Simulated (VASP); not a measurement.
Si16C (a cell with a defect): single point with LDA

Si16C (a cell with a defect):

```
Si C
1.0
     0.00000    5.43000    5.43000
     5.43000    0.00000    5.43000
     5.43000    5.43000    0.00000
Si C
16 1
Direct
  0.97774 0.00171 0.00931
  0.10870 0.11413 0.13875
  0.97771 0.00170 0.51158
  0.11016 0.11864 0.63576
  0.05259 0.48184 0.98299
  0.10523 0.62841 0.14452
  0.97058 0.49334 0.51817
  0.10520 0.62838 0.62224
  0.48294 0.00986 0.00375
  0.60465 0.11173 0.14716
  0.48448 0.97474 0.52057
  0.60457 0.11191 0.63674
  0.47227 0.47865 0.04979
  0.69770 0.66289 0.06961
  0.47224 0.47894 0.49949
  0.59551 0.60013 0.65226
  0.55953 0.47863 0.23108
```

| Item | Value |
| --- | --- |
| Program | VASP 6.6.1 |
| Task | single point |
| Functional | LDA |
| Potentials or basis | VASP PAW LDA potentials, release 64 (Si, C) |
| Cutoff | 520 eV |
| k mesh | 2 × 2 × 2 |
| Occupations | fermi-dirac, width 0.02 eV |
| Spin | collinear spin |
| Starting moments | [0.0, 0.0, 0.0, 0.0, 0.0, 0.0, 0.0, 0.0, 0.0, 0.0, 0.0, 0.0, 0.0, 0.0, 0.0, 0.0, 1.0] μB |

The pressure is 0.8 GPa. The largest force is 0.071 eV/Å. The band gap on the k mesh is zero (filled and empty bands overlap). The net moment is 0.00 μB per cell. The valence electrons inside the program's atomic spheres are Si 1.71, 1.70, 1.74, 1.72, 1.69, 1.66 (each value once); C 2.49.

Forces in eV/Å, atoms in the order of the input:
```
Si  -0.008  0.001  0.006
Si   0.006 -0.005 -0.014
Si   0.000  0.008  0.005
Si   0.001 -0.005  0.006
Si  -0.042  0.041  0.026
Si   0.003  0.004  0.002
Si   0.009 -0.005 -0.027
Si  -0.003 -0.008  0.003
Si   0.018 -0.017  0.010
Si  -0.012  0.034 -0.013
Si   0.018 -0.015 -0.011
Si  -0.036  0.010 -0.010
Si  -0.020 -0.068 -0.004
Si   0.017 -0.013  0.051
Si   0.060  0.022 -0.013
Si  -0.016  0.025  0.004
C    0.006 -0.008 -0.022
```

Stress tensor (GPa, compression positive):
```
-0.47 -1.04 -0.09
-1.04 -0.47  0.09
-0.09  0.09  3.48
```

Levels at points of the mesh, in eV from the Fermi level:
Spin up:
| k point | band 31 | band 32 | band 33 | band 34 | band 35 | band 36 | band 37 | band 38 |
| --- | --- | --- | --- | --- | --- | --- | --- | --- |
| (0.00, 0.00, 0.00) | -1.17 | -0.72 | -0.42 | -0.38 | -0.37 | 0.03 | 0.30 | 0.50 |
| (0.50, 0.00, 0.00) | -1.19 | -1.19 | -0.91 | -0.03 | 0.52 | 0.71 | 0.94 | 1.11 |
| (0.00, 0.50, 0.00) | -1.15 | -1.11 | -1.03 | -0.11 | 0.63 | 0.72 | 1.02 | 1.05 |
| (0.00, 0.00, 0.50) | -1.32 | -1.21 | -0.93 | -0.17 | 0.69 | 0.71 | 1.05 | 1.13 |
| (0.50, 0.50, 0.50) | -1.32 | -1.21 | -0.93 | -0.17 | 0.69 | 0.72 | 1.05 | 1.13 |
| (0.50, 0.50, 0.00) | -1.72 | -1.67 | -1.10 | 0.32 | 0.50 | 1.02 | 1.45 | 1.80 |
| (0.00, 0.50, 0.50) | -1.75 | -1.61 | -0.95 | -0.83 | 0.85 | 1.14 | 1.39 | 1.91 |
| (0.50, 0.00, 0.50) | -1.75 | -1.61 | -0.95 | -0.83 | 0.85 | 1.14 | 1.39 | 1.91 |
Spin down:
| k point | band 32 | band 33 | band 34 | band 35 | band 36 | band 37 |
| --- | --- | --- | --- | --- | --- | --- |
| (0.00, 0.00, 0.00) | -0.72 | -0.42 | -0.38 | -0.37 | 0.03 | 0.30 |
| (0.50, 0.00, 0.00) | -1.19 | -0.91 | -0.03 | 0.52 | 0.71 | 0.94 |
| (0.00, 0.50, 0.00) | -1.11 | -1.03 | -0.11 | 0.63 | 0.72 | 1.02 |
| (0.00, 0.00, 0.50) | -1.21 | -0.93 | -0.17 | 0.69 | 0.71 | 1.05 |
| (0.50, 0.50, 0.50) | -1.21 | -0.93 | -0.17 | 0.69 | 0.72 | 1.05 |
| (0.50, 0.50, 0.00) | -1.67 | -1.10 | 0.32 | 0.50 | 1.02 | 1.45 |
| (0.00, 0.50, 0.50) | -1.61 | -0.95 | -0.83 | 0.85 | 1.14 | 1.39 |
| (0.50, 0.00, 0.50) | -1.61 | -0.95 | -0.83 | 0.85 | 1.14 | 1.39 |

Run time: 6.3 min on 1 thread of AMD EPYC 9R45 96-Core Processor (Zen 5), with other jobs on the host, peak memory 0.45 GiB.

Caveat: the k points lie up to 0.50 Å⁻¹ apart, too coarse for converged energies and pressures of a metal.
